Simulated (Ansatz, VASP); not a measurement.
**Two plane-wave programs on Se**

Contents of INCAR:

```
PREC = Accurate ; ENCUT = 520
EDIFF = 1E-6 ; ISMEAR = 0
SIGMA = 0.012 ; LREAL = F
LASPH = T ; NELM = 60
ALGO = Normal ; ISIF = 2
LWAVE = F ; LCHARG = F
GGA = PE ; NBANDS = 16
```

File KPOINTS:

```
Automatic mesh
0
Gamma
  7 7 6
```

The input POSCAR:

```
Se
1.0
    4.3662000000      0.0000000000      0.0000000000
   -2.1831000000      3.7812401180      0.0000000000
    0.0000000000      0.0000000000      4.9536000000
Se
3
Direct
    0.7746000000      0.7746000000      0.0000000000
    0.0000000000      0.2254000000      0.6666666667
    0.2254000000      0.0000000000      0.3333333333
```

Contents of input.yaml:

```yaml
crystal:
  lattice:
    - [4.3662, 0.0, 0.0]
    - [-2.1831, 3.781240118, 0.0]
    - [0.0, 0.0, 4.9536]
  atoms:
    - { symbol: Se, position: [0.7746, 0.7746, 0.0] }
    - { symbol: Se, position: [0.0, 0.2254, 0.6666666667] }
    - { symbol: Se, position: [0.2254, 0.0, 0.3333333333] }
hamiltonian:
  xc: pbe
  pseudopotentials: { kind: paw }
kpoints:
  mp_grid: { grid: [7, 7, 6] }
scf:
  occupations: { method: gaussian, width: 0.012 }
output:
  forces: true
  stress: true
  eigenvalues: true
```

Alike in both runs: task single point; functional PBE; k mesh 7 × 7 × 6; occupations gaussian, width 0.012 eV; no spin polarisation.

|  | VASP | Ansatz |
| --- | --- | --- |
| version | VASP 6.6.1 | Ansatz 0.2.0 |
| potentials or method | VASP PAW PBE potentials, release 64 (Se) | Ansatz PAW |
| plane-wave cutoff (eV) | 520 | 420 |
| valence electrons in the cell | 18 | 48 |

VASP gave:

| Item | Value |
| --- | --- |
| gap on the k mesh at the Fermi level (eV) | 1.21 |
| least direct gap on the mesh (eV) | 1.47 |
| pressure (GPa) | 2.9 |
| traceless stress, the component that is largest in VASP (GPa) | 1.22 |
| rms of the force components (eV/Å) | 0.251 |

**Question.** What did Ansatz give for the same quantities?

**Answer.** gap on the k mesh at the Fermi level (eV): 1.21; least direct gap on the mesh (eV): 1.48; pressure (GPa): 2.8; traceless stress, the component that is largest in VASP (GPa): 1.18; rms of the force components (eV/Å): 0.232.

Atom by atom the forces differ by 0.019 eV/Å (rms over components). VASP's potentials hold 18 valence electrons a cell and Ansatz's 48, so a difference there can come from the potentials and not from the codes.

Noted on Ansatz's run: odd divisions of the mesh miss points on the zone boundary, where band edges often lie, so the gap on the mesh can be too wide.
